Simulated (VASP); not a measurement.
# Ge7I (Fm-3m) in VASP: notebook, part 2 of 2

VASP 6.6.1. Earlier steps stand in the parts before.

**4. Relaxation of cell and atoms, PBE**

This run uses another cell than the first one, of 22.42 Å³/atom, 1.036 times its volume.

INCAR

```
PREC = Accurate
ENCUT = 600
EDIFF = 1E-6
ISMEAR = 0
SIGMA = 0.1
LREAL = F
LASPH = T
NELM = 100
ALGO = Normal
ISIF = 3
LWAVE = F
LCHARG = F
GGA = PE
IBRION = 2
NSW = 90
EDIFFG = -0.04
```

KPOINTS

```
regular mesh
0
Gamma
  4 4 4
```

POSCAR

```
Ge7I
1.0
    0.0000000000      4.4763541900      4.4763541900
    4.4763541900      0.0000000000      4.4763541900
    4.4763541900      4.4763541900      0.0000000000
Ge I
7 1
Direct
    0.5000000000      0.0000000000      0.0000000000
    0.0000000000      0.5000000000      0.5000000000
    0.0000000000      0.5000000000      0.0000000000
    0.5000000000      0.0000000000      0.5000000000
    0.0000000000      0.0000000000      0.5000000000
    0.5000000000      0.5000000000      0.0000000000
    0.5000000000      0.5000000000      0.5000000000
    0.0000000000      0.0000000000      0.0000000000
```

Potentials or basis: VASP PAW PBE potentials, release 64 (Ge_d, I).

Started as:

```
$ cat potpaw_PBE.64/Ge_d/POTCAR potpaw_PBE.64/I/POTCAR > POTCAR
$ mpirun -np 1 vasp_std > vasp.out
```

OUTCAR:

```text
PREC = Accurate
   ENCUT = 600
   EDIFF = 1E-6
   ISMEAR = 0
   LREAL = F
   LASPH = T
   NELM = 100
   ISIF = 3
   GGA = PE
   IBRION = 2
   NSW = 90
   EDIFFG = -0.04

 ion  position               nearest neighbor table
   1  0.500  0.000  0.000-   8 3.17   8 3.17
   2  0.000  0.500  0.500-   8 3.17   8 3.17
   3  0.000  0.500  0.000-   8 3.17   8 3.17
   4  0.500  0.000  0.500-   8 3.17   8 3.17
   5  0.000  0.000  0.500-   8 3.17   8 3.17
   6  0.500  0.500  0.000-   8 3.17   8 3.17
   7  0.500  0.500  0.500-
   8  0.000  0.000  0.000-   1 3.17   3 3.17   5 3.17   2 3.17   4 3.17   5 3.17   2 3.17   3 3.17
                             6 3.17   1 3.17   4 3.17   6 3.17

  LATTYP: Found a face centered cubic cell.
 ALAT       =     8.9527083800

  Lattice vectors:

 A1 = (   0.0000000000,   4.4763541900,   4.4763541900)
 A2 = (   4.4763541900,   0.0000000000,   4.4763541900)
 A3 = (   4.4763541900,   4.4763541900,   0.0000000000)

Analysis of symmetry for initial positions (statically):
=====================================================================
 Subroutine PRICEL returns:
 Original cell was already a primitive cell.

 Routine SETGRP: Setting up the symmetry group for a
 face centered cubic supercell.

 Subroutine GETGRP returns: Found 48 space group operations
 (whereof 48 operations were pure point group operations)
 out of a pool of 48 trial point group operations.

The static configuration has the point symmetry O_h .

Analysis of symmetry for dynamics (positions and initial velocities):
=====================================================================
 Subroutine PRICEL returns:
 Original cell was already a primitive cell.

 Routine SETGRP: Setting up the symmetry group for a
 face centered cubic supercell.

 Subroutine GETGRP returns: Found 48 space group operations
 (whereof 48 operations were pure point group operations)
 out of a pool of 48 trial point group operations.

The dynamic configuration has the point symmetry O_h .

 Subroutine INISYM returns: Found 48 space group operations
 (whereof 48 operations are pure point group operations),
 and found     1 'primitive' translations

----------------------------------------------------------------------------------------

                                     Primitive cell

  volume of cell :     179.3921

  direct lattice vectors                    reciprocal lattice vectors
     0.000000000  4.476354190  4.476354190    -0.111698042  0.111698042  0.111698042
     4.476354190  0.000000000  4.476354190     0.111698042 -0.111698042  0.111698042
[... 123 lines left out ...]

 Free energy of the ion-electron system (eV)
  ---------------------------------------------------
  ext. energy  EPLUGINS =         0.00000000
  ---------------------------------------------------
  free energy    TOTEN  =       -29.04512885 eV

  energy without entropy =      -29.02318450  energy(sigma->0) =      -29.03415667

------------------------ aborting loop because EDIFF is reached ----------------------------------------

  FORCE on cell =-STRESS in cart. coord.  units (eV):
  Direction    XX          YY          ZZ          XY          YZ          ZX
  --------------------------------------------------------------------------------------
  -------------------------------------------------------------------------------------
  Total       -1.5197409     -1.5197409     -1.5197409      0.0000000     -0.0000000      0.0000000
  in kB      -13.5730299    -13.5730299    -13.5730299      0.0000000     -0.0000000      0.0000000
  external PRESSURE =     -13.5730299 kB  Pullay stress =       0.0000000 kB

 VOLUME and BASIS-vectors are now :
 -----------------------------------------------------------------------------
  energy-cutoff  :      600.00
  volume of cell :      179.39
      direct lattice vectors                 reciprocal lattice vectors
     0.000000000  4.476354190  4.476354190    -0.111698042  0.111698042  0.111698042
     4.476354190  0.000000000  4.476354190     0.111698042 -0.111698042  0.111698042
     4.476354190  4.476354190  0.000000000     0.111698042  0.111698042 -0.111698042

 POSITION                                       TOTAL-FORCE (eV/Angst)
 -----------------------------------------------------------------------------------
      0.00000      2.23818      2.23818         0.000000      0.000000     -0.000000
      4.47635      2.23818      2.23818         0.000000     -0.000000     -0.000000
      2.23818      0.00000      2.23818        -0.000000      0.000000     -0.000000
      2.23818      4.47635      2.23818         0.000000     -0.000000      0.000000
      2.23818      2.23818      0.00000         0.000000      0.000000      0.000000
      2.23818      2.23818      4.47635         0.000000     -0.000000      0.000000
      4.47635      4.47635      4.47635        -0.000000     -0.000000     -0.000000
      0.00000      0.00000      0.00000         0.000000     -0.000000     -0.000000
 -----------------------------------------------------------------------------------
    total drift:                               -0.000000      0.000000     -0.000000

  FREE ENERGIE OF THE ION-ELECTRON SYSTEM (eV)
  ---------------------------------------------------
  free  energy   TOTEN  =       -29.0451288495 eV

  energy  without entropy=      -29.0231844952  energy(sigma->0) =      -29.03415667

--------------------------------------- Ionic step        2  -------------------------------------------

 number of electron     104.9999993 magnetization

 Free energy of the ion-electron system (eV)
  ---------------------------------------------------
  ext. energy  EPLUGINS =         0.00000000
  ---------------------------------------------------
  free energy    TOTEN  =       -29.06613254 eV

  energy without entropy =      -29.03964401  energy(sigma->0) =      -29.05288828

 E-fermi :   6.3311     XC(G=0): -10.6907

 val. band max:        6.3095169436   @ k =  -0.2500   0.5000   0.2500
 cond. band min:       6.3468926619   @ k =   0.5000   0.5000   0.0000
 fundamental gap:      0.0373757183
 Fermi energy:         6.3310828490

 k-point     1 :       0.0000    0.0000    0.0000
  band No.  band energies     occupation
      1     -18.5667      2.00000
      2     -18.5552      2.00000
      3     -18.5552      2.00000
      4     -18.5552      2.00000
      5     -18.5375      2.00000
      6     -18.5375      2.00000
[... 517 lines left out ...]
     62       8.7218      0.00000
     63       8.7218      0.00000

------------------------ aborting loop because EDIFF is reached ----------------------------------------

  FORCE on cell =-STRESS in cart. coord.  units (eV):
  Direction    XX          YY          ZZ          XY          YZ          ZX
  --------------------------------------------------------------------------------------
  -------------------------------------------------------------------------------------
  Total        0.0002828      0.0002828      0.0002828      0.0000000      0.0000000      0.0000000
  in kB        0.0025961      0.0025961      0.0025961      0.0000000      0.0000000      0.0000000
  external PRESSURE =       0.0025961 kB  Pullay stress =       0.0000000 kB

 VOLUME and BASIS-vectors are now :
 -----------------------------------------------------------------------------
  energy-cutoff  :      600.00
  volume of cell :      174.51
      direct lattice vectors                 reciprocal lattice vectors
     0.000000000  4.435330455  4.435330455    -0.112731172  0.112731172  0.112731172
     4.435330455  0.000000000  4.435330455     0.112731172 -0.112731172  0.112731172
     4.435330455  4.435330455  0.000000000     0.112731172  0.112731172 -0.112731172

 POSITION                                       TOTAL-FORCE (eV/Angst)
 -----------------------------------------------------------------------------------
      4.43533      2.21767      6.65300         0.000000      0.000000      0.000000
      4.43533      6.65300      6.65300         0.000000     -0.000000      0.000000
      2.21767      0.00000      2.21767        -0.000000     -0.000000     -0.000000
      2.21767      4.43533      2.21767         0.000000      0.000000      0.000000
      2.21767      2.21767      0.00000        -0.000000      0.000000     -0.000000
      2.21767      2.21767      4.43533         0.000000      0.000000     -0.000000
      4.43533      4.43533      4.43533         0.000000     -0.000000      0.000000
      0.00000      4.43533      4.43533         0.000000     -0.000000     -0.000000
 -----------------------------------------------------------------------------------
    total drift:                               -0.000000      0.000000     -0.000000

  FREE ENERGIE OF THE ION-ELECTRON SYSTEM (eV)
  ---------------------------------------------------
  free  energy   TOTEN  =       -29.0661325421 eV

  energy  without entropy=      -29.0396440125  energy(sigma->0) =      -29.05288828

 reached required accuracy - stopping structural energy minimisation
```

Wall time 6.6 min (1 thread of AMD EPYC 7R13, shared host); peak memory 0.4 GiB.

What came out:

```yaml
Free_energy: -29.0661 eV
Relaxed_volume: 21.81 Å³/atom
Relaxed_cell: a = 6.273 Å, b = 6.273 Å, c = 6.273 Å, α = 60.00°, β = 60.00°, γ = 60.00°
Space_group_after_relaxing_to_0.05_Å: Fm-3m (No. 225)
Energy_gained_by_relaxing: 2.6 meV/atom
Ionic_steps: 2
Pressure_after_relaxing: 0.0 GPa
```

Step by step:
```csv
step,energy change (eV),largest force (eV/Å),pressure (GPa),volume (Å³)
1,0.0000,0.0000,-1.36,179.39
2,-0.0210,0.0000,0.00,174.51
```

Final structure:
```
Ge I
1.0
     0.00000    4.43533    4.43533
     4.43533    0.00000    4.43533
     4.43533    4.43533    0.00000
Ge I
7 1
Direct
  0.50000 0.00000 0.00000
  0.00000 0.50000 0.50000
  0.00000 0.50000 0.00000
  0.50000 0.00000 0.50000
  0.00000 0.00000 0.50000
  0.50000 0.50000 0.00000
  0.50000 0.50000 0.50000
  0.00000 0.00000 0.00000
```

Caveat: spin-orbit coupling is left out, which moves the levels of the heavy elements; an odd number of electrons without spin polarisation forces a metal; a magnetic or distorted state may lie lower.

**5. Overview**

| task | cell | k mesh | cutoff (eV) | gap on the mesh (eV) | pressure (GPa) |
| --- | --- | --- | --- | --- | --- |
| relaxation of cell and atoms | relaxed from a = 6.257 Å, angles 60.0°, 8 atoms | 8 × 8 × 8 | 600 | none | 0.0 |
| single point | a = 6.257 Å, angles 60.0°, 8 atoms | 4 × 4 × 4 | 520 | none | 0.4 |
| relaxation of cell and atoms | relaxed from a = 6.331 Å, angles 60.0°, 8 atoms | 4 × 4 × 4 | 600 | none | 0.0 |

Alike in all rows: level PBE; potentials or basis VASP PAW PBE potentials, release 64 (Ge_d, I); no spin polarisation; smearing gaussian 0.1 eV.

Caveats: spin-orbit coupling is left out, which moves the levels of the heavy elements; an odd number of electrons without spin polarisation forces a metal; a magnetic or distorted state may lie lower; the relaxation stopped at its first step, so nothing moved (some runs).

Total energies depend on the potentials used, so only differences within one code and one set of settings carry meaning.
